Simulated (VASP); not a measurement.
# Si5PdW (P1) in VASP: single point with PBE

Aim: the single point of Si5PdW with PBE.

Everything below comes from runs of VASP 6.6.1. Logs are shortened: lines on timing, memory, paths and dates and some standing lists are left out, and cuts for length are marked.

### Step 1. The cell of the first run

The typed cell holds 7 atoms: a = 3.376 Å, b = 4.233 Å, c = 7.261 Å, α = 90.04°, β = 89.99°, γ = 90.00°.

### Step 2. Single point, PBE

The input, INCAR:

```
ALGO = Normal ; EDIFF = 1E-7
ENCUT = 520 ; GGA = PE
ISIF = 2 ; ISMEAR = 0
LASPH = T ; LCHARG = T
LELF = T ; LREAL = F
LVHAR = T ; LWAVE = F
NBANDS = 31 ; NELM = 60
PREC = Accurate ; SIGMA = 0.2
```

The input, KPOINTS:

```
k-points
0
Gamma
  6 6 4
```

The input, POSCAR:

```
Si5PdW
1.0
    3.3760139594      0.0012547746      0.0017573551
   -0.0012950432      4.2330706089      0.0008762605
   -0.0022969108     -0.0070544312      7.2611799803
Si Pd W
5 1 1
Direct
    0.4999525078      0.0001641350      0.7454015636
    0.4999426674      0.0000729546      0.2546060616
   -0.0001424157      0.4998386159      0.7867964844
   -0.0000350774      0.5000787697      0.2131971760
    0.0000055647     -0.0001715069      0.5000460395
   -0.0000677827     -0.0000238094     -0.0000859995
    0.5003445359      0.5000408411      0.5000386744
```

Potentials or basis: VASP PAW PBE potentials, release 64 (Si, Pd, W_sv).

Launch:

```bash
$ cat potpaw_PBE.64/Si/POTCAR potpaw_PBE.64/Pd/POTCAR potpaw_PBE.64/W_sv/POTCAR > POTCAR
$ mpirun -np 1 vasp_std > vasp.out
```

OUTCAR:

```text
EDIFF = 1E-7
   ENCUT = 520
   GGA = PE
   ISIF = 2
   ISMEAR = 0
   LASPH = T
   LREAL = F
   NELM = 60
   PREC = Accurate

 ion  position               nearest neighbor table
   1  0.500  0.000  0.745-   5 2.45   5 2.45   6 2.50   6 2.50   3 2.72   3 2.72   3 2.72   3 2.73
                             7 2.77   7 2.77
   2  0.500  0.000  0.255-   5 2.45   5 2.46   6 2.50   6 2.50   4 2.72   4 2.72   4 2.72   4 2.72
                             7 2.77   7 2.77
   3  1.000  0.500  0.787-   6 2.62   6 2.62   7 2.68   7 2.68   1 2.72   1 2.72   1 2.72   1 2.73
                             5 2.97   5 2.97   4 3.10
   4  1.000  0.500  0.213-   6 2.62   6 2.62   7 2.68   7 2.68   2 2.72   2 2.72   2 2.72   2 2.72
                             5 2.97   5 2.97   3 3.10
   5  0.000  1.000  0.500-   1 2.45   2 2.45   1 2.45   2 2.46   7 2.71   7 2.71   7 2.71   7 2.71
                             4 2.97   3 2.97   3 2.97   4 2.97
   6  1.000  1.000  1.000-   1 2.50   1 2.50   2 2.50   2 2.50   3 2.62   4 2.62   3 2.62   4 2.62

   7  0.500  0.500  0.500-   3 2.68   4 2.68   3 2.68   4 2.68   5 2.71   5 2.71   5 2.71   5 2.71
                             2 2.77   1 2.77   1 2.77   2 2.77

  LATTYP: Found a triclinic cell.
 ALAT       =     8.0070138148
 B/A-ratio  =     0.4216321750
 C/A-ratio  =     0.5286703627
 COS(alpha) =     0.0000658464
 COS(beta)  =     0.0007209850
 COS(gamma) =     0.4214473106

  Lattice vectors:

 A1 = (  -3.3783108702,  -0.0083092058,   7.2594226252)
 A2 = (  -3.3760139594,  -0.0012547746,  -0.0017573551)
 A3 = (   0.0012950432,  -4.2330706089,  -0.0008762605)

Analysis of symmetry for initial positions (statically):
=====================================================================
 Subroutine PRICEL returns:
 Original cell was already a primitive cell.

 Routine SETGRP: Setting up the symmetry group for a
 triclinic supercell.

 Subroutine GETGRP returns: Found  1 space group operations
 (whereof  1 operations were pure point group operations)
 out of a pool of  2 trial point group operations.

The static configuration has the point symmetry C_1 .

Analysis of symmetry for dynamics (positions and initial velocities):
=====================================================================
 Subroutine PRICEL returns:
 Original cell was already a primitive cell.

 Routine SETGRP: Setting up the symmetry group for a
 triclinic supercell.

 Subroutine GETGRP returns: Found  1 space group operations
 (whereof  1 operations were pure point group operations)
 out of a pool of  2 trial point group operations.

The dynamic configuration has the point symmetry C_1 .

 Subroutine INISYM returns: Found  1 space group operations
 (whereof  1 operations are pure point group operations),
 and found     1 'primitive' translations

----------------------------------------------------------------------------------------

                                     Primitive cell

  volume of cell :     103.7689

  direct lattice vectors                    reciprocal lattice vectors
     3.376013959  0.001254775  0.001757355     0.296207224  0.000090601  0.000093787
    -0.001295043  4.233070609  0.000876260    -0.000087922  0.236235059  0.000229481
    -0.002296911 -0.007054431  7.261179980    -0.000071678 -0.000028530  0.137718613

  length of vectors
     3.376014650  4.233070898  7.261183770     0.296207252  0.236235187  0.137718634

  position of ions in fractional coordinates (direct lattice)
     0.499952508  0.000164135  0.745401564
     0.499942667  0.000072955  0.254606062
     0.999857584  0.499838616  0.786796484
     0.999964923  0.500078770  0.213197176
     0.000005565  0.999828493  0.500046039
     0.999932217  0.999976191  0.999914000
     0.500344536  0.500040841  0.500038674

  ion indices of the primitive-cell ions
   primitive index   ion index
                 1           1
                 2           2
                 3           3
                 4           4
                 5           5
                 6           6
                 7           7

----------------------------------------------------------------------------------------

 KPOINTS: k-points

Automatic generation of k-mesh.
 Grid dimensions read from file:
 generate k-points for:    6    6    4

 Generating k-lattice:

  Cartesian coordinates                     Fractional coordinates (reciprocal lattice)
     0.049367871  0.000015100  0.000015631     0.166666667 -0.000000000 -0.000000000
    -0.000014654  0.039372510  0.000038247    -0.000000000  0.166666667  0.000000000
    -0.000017919 -0.000007133  0.034429653    -0.000000000 -0.000000000  0.250000000

  Length of vectors
     0.049367875  0.039372531  0.034429659

  Shift w.r.t. Gamma in fractional coordinates (k-lattice)
     0.000000000  0.000000000  0.000000000

 Subroutine IBZKPT returns following result:
 ===========================================

 Found     76 irreducible k-points:

 Following reciprocal coordinates:
            Coordinates               Weight
  0.000000  0.000000  0.000000      1.000000
  0.166667  0.000000  0.000000      2.000000
  0.333333  0.000000 -0.000000      2.000000
  0.500000  0.000000  0.000000      1.000000
  0.000000  0.166667 -0.000000      2.000000
  0.166667  0.166667 -0.000000      2.000000
[... 16 lines left out ...]
  0.333333  0.000000  0.250000      2.000000
  0.500000  0.000000  0.250000      2.000000
 [... further k-points ...]
   k-points           NKPTS =     76   k-points in BZ     NKDIM =     76   number of bands    NBANDS=     31
   number of dos      NEDOS =    301   number of ions     NIONS =      7
   total plane-waves  NPLWV =  48384
   dimension x,y,z NGX =    28 NGY =   32 NGZ =   54
   dimension x,y,z NGXF=    56 NGYF=   64 NGZF=  108
   ions per type =               5   1   1
   NGX,Y,Z   is equivalent  to a cutoff of  13.79, 12.57, 12.36 a.u.
   NGXF,Y,Z  is equivalent  to a cutoff of  27.58, 25.13, 24.73 a.u.
 SYSTEM =  unknown system
   PREC   = accura    normal or accurate (medium, high low for compatibility)
   ISTART =      0    job   : 0-new  1-cont  2-samecut
   ICHARG =      2    charge: 1-file 2-atom 10-const
   ISPIN  =      1    spin polarized calculation?
   LNONCOLLINEAR =      F non collinear calculations
   LSORBIT =      F    spin-orbit coupling
   LASPH  =      T    aspherical Exc in radial PAW
   ENCUT  =  520.0 eV  38.22 Ry    6.18 a.u.   6.28  7.87 13.50*2*pi/ulx,y,z
   NELM   =     60;   NELMIN=  2; NELMDL= -5     # of ELM steps
   EDIFF  = 0.1E-06   stopping-criterion for ELM
   LREAL  =      F    real-space projection
   EDIFFG = 0.1E-05   stopping-criterion for IOM
   NSW    =      0    number of steps for IOM
   IBRION =     -1    ionic relax: 0-MD 1-quasi-New 2-CG
   NFREE  =      0    steps in history (QN), initial steepest desc. (CG)
   ISIF   =      2    stress and relaxation
   ISYM   =      2    0-nonsym 1-usesym 2-fastsym
   POTIM  = 0.5000    time-step for ionic-motion
   TEBEG  =    0.0;   TEEND  =   0.0 temperature during run
   PSTRESS=    0.0 pullay stress
   NELECT =      44.0000    total number of electrons
   NUPDOWN=      -1.0000    fix difference up-down
   EMIN   =  10.00;   EMAX   =-10.00  energy-range for DOS
   EFERMI =   0.00;   METHOD = LEGACY
   ISMEAR =     0;   SIGMA  =   0.20  broadening in eV -4-tet -1-fermi 0-gaus
   EFERMI_NEDOS =   21; number of points for ismear=-14 and -15
   IALGO  =     38    algorithm
   IMIX   =      4    mixing-type and parameters
     AMIX     =   0.40;   BMIX     =  1.00
     AMIX_MAG =   1.60;   BMIX_MAG =  1.00
  volume/ion in A,a.u.               =      14.82       100.04
  Fermi-wavevector in a.u.,A,eV,Ry     =   1.229901  2.324175 20.580926  1.512655
  Thomas-Fermi vector in A             =   2.364770
   LORBIT       =      0    0 simple, 1 ext, 2 COOP (PROOUT), +10 PAW based schemes
   GGA     = PE    functional components
   LHFCALC =     F    Hartree Fock is set to
   AEXX    =    0.0000 exact exchange contribution
   IVDW    =     0    specifies the selected vdW correction
   LEPSILON=     F    determine dielectric tensor
   LRPA    =     F    only Hartree local field effects (RPA)
 non-spin polarized calculation
 Gauss-broadening in eV      SIGMA  =   0.20
  energy-cutoff  :      520.00
  volume of cell :      103.77
 maximum number of plane-waves:      2820
 NGX is ok and might be reduce to    28
   NGX = 13   NGY = 15   NGZ = 27

 number of electron      43.9999993 magnetization

 Free energy of the ion-electron system (eV)
  ---------------------------------------------------
  ext. energy  EPLUGINS =         0.00000000
  ---------------------------------------------------
  free energy    TOTEN  =       -45.15902599 eV

  energy without entropy =      -45.10938701  energy(sigma->0) =      -45.13420650

 E-fermi :  10.4067     XC(G=0): -11.7086

 val. band max:       10.4001533404   @ k =   0.5000   0.5000   0.5000
 cond. band min:      10.4222646736   @ k =  -0.0000  -0.3333   0.2500
 fundamental gap:      0.0221113331
 Fermi energy:        10.4066592929

 k-point     1 :       0.0000    0.0000    0.0000
  band No.  band energies     occupation
      1     -63.8497      2.00000
      2     -28.1027      2.00000
      3     -28.0917      2.00000
      4     -28.0392      2.00000
      5      -3.3991      2.00000
      6      -1.0116      2.00000
[... 23 lines left out ...]
     30      14.3122      0.00000
     31      15.4010      0.00000

 k-point     2 :       0.1667    0.0000    0.0000
  band No.  band energies     occupation
      1     -63.8488      2.00000
      2     -28.1222      2.00000
      3     -28.0993      2.00000
      4     -28.0361      2.00000
      5      -3.0219      2.00000
      6      -0.7368      2.00000
[... 23 lines left out ...]
     30      15.0044      0.00000
     31      15.0603      0.00000

 k-point     3 :       0.3333    0.0000   -0.0000
  band No.  band energies     occupation
      1     -63.8471      2.00000
      2     -28.1826      2.00000
      3     -28.0925      2.00000
      4     -28.0298      2.00000
      5      -1.9216      2.00000
      6       0.0688      2.00000
[... 23 lines left out ...]
     30      14.1028      0.00000
     31      14.7142      0.00000

 k-point     4 :       0.5000    0.0000    0.0000
  band No.  band energies     occupation
      1     -63.8462      2.00000
      2     -28.2126      2.00000
      3     -28.0891      2.00000
      4     -28.0266      2.00000
      5      -0.3199      2.00000
      6      -0.0165      2.00000
[... 23 lines left out ...]
     30      14.0727      0.00000
     31      15.5703      0.00000

 k-point     5 :       0.0000    0.1667   -0.0000
  band No.  band energies     occupation
      1     -63.8497      2.00000
      2     -28.1024      2.00000
      3     -28.0916      2.00000
      4     -28.0425      2.00000
      5      -3.1602      2.00000
      6      -0.8505      2.00000
[... 23 lines left out ...]
     30      14.5777      0.00000
     31      14.6441      0.00000
[... 542 lines left out ...]
     30      14.9948      0.00000
     31      15.9163      0.00000

 k-point    22 :       0.1667    0.0000    0.2500
  band No.  band energies     occupation
      1     -63.8489      2.00000
      2     -28.1222      2.00000
      3     -28.0993      2.00000
      4     -28.0361      2.00000
      5      -2.9152      2.00000
      6      -1.1645      2.00000
[... 23 lines left out ...]
     30      14.9648      0.00000
     31      15.2518      0.00000

 k-point    23 :       0.3333    0.0000    0.2500
  band No.  band energies     occupation
      1     -63.8471      2.00000
      2     -28.1826      2.00000
      3     -28.0925      2.00000
      4     -28.0298      2.00000
      5      -1.8237      2.00000
      6      -0.2877      2.00000
[... 23 lines left out ...]
     30      14.6206      0.00000
     31      14.7164      0.00000

 k-point    24 :       0.5000    0.0000    0.2500
  band No.  band energies     occupation
      1     -63.8462      2.00000
      2     -28.2126      2.00000
      3     -28.0891      2.00000
      4     -28.0266      2.00000
      5      -0.1889      2.00000
      6      -0.0374      2.00000
[... 23 lines left out ...]
     30      13.6169      0.00000
     31      14.9508      0.00000

 [... further k-points ...]
[... 5 lines left out ...]
  --------------------------------------------------------------------------------------
  -------------------------------------------------------------------------------------
  Total       -0.0080038      0.1153212      0.0054849     -0.0017303      0.0229480     -0.0133506
  in kB       -0.1235782      1.7805427      0.0846856     -0.0267160      0.3543140     -0.2061308
  external PRESSURE =       0.5805500 kB  Pullay stress =       0.0000000 kB

 VOLUME and BASIS-vectors are now :
 -----------------------------------------------------------------------------
  energy-cutoff  :      520.00
  volume of cell :      103.77
      direct lattice vectors                 reciprocal lattice vectors
     3.376013959  0.001254775  0.001757355     0.296207224  0.000090601  0.000093787
    -0.001295043  4.233070609  0.000876260    -0.000087922  0.236235059  0.000229481
    -0.002296911 -0.007054431  7.261179980    -0.000071678 -0.000028530  0.137718613

 POSITION                                       TOTAL-FORCE (eV/Angst)
 -----------------------------------------------------------------------------------
      1.68613     -0.00394      5.41337        -0.000142     -0.001308     -0.004013
      1.68723     -0.00086      1.84962         0.001875     -0.002480      0.003069
      3.37308      2.11156      5.71527         0.003069      0.001779      0.000427
      3.37476      2.11662      1.55026         0.003011      0.001520      0.000305
     -0.00242      4.22882      3.63180         0.001744      0.003025     -0.004353
      3.37219      4.22717      7.26319        -0.000007     -0.000466      0.006169
      1.68737      2.11381      3.63219        -0.009549     -0.002069     -0.001604
 -----------------------------------------------------------------------------------
    total drift:                                0.000007      0.000002     -0.000004

  FREE ENERGIE OF THE ION-ELECTRON SYSTEM (eV)
  ---------------------------------------------------
  free  energy   TOTEN  =       -45.1590259910 eV

  energy  without entropy=      -45.1093870066  energy(sigma->0) =      -45.13420650
```

Run time: 8.1 min. Hardware: 1 thread of Intel Xeon 8259CL, shared host; peak memory 0.38 GiB.

Results:

| Property | Result |
| --- | --- |
| Free energy | -45.1590 eV |
| Pressure | 0.1 GPa |
| Largest force | 0.010 eV/Å |
| Band gap on the k mesh | zero (bands 22 and 23 overlap by 2.30 eV) |

Forces in eV/Å, atoms in the order of the input:
```
Si   0.000 -0.001 -0.004
Si   0.002 -0.002  0.003
Si   0.003  0.002  0.000
Si   0.003  0.002  0.000
Si   0.002  0.003 -0.004
Pd   0.000  0.000  0.006
W   -0.010 -0.002 -0.002
```

Stress tensor (GPa, compression positive):
```
-0.01  0.00 -0.02
 0.00  0.18  0.04
-0.02  0.04  0.01
```

Caveat: spin-orbit coupling is left out, which moves the levels of the heavy elements.
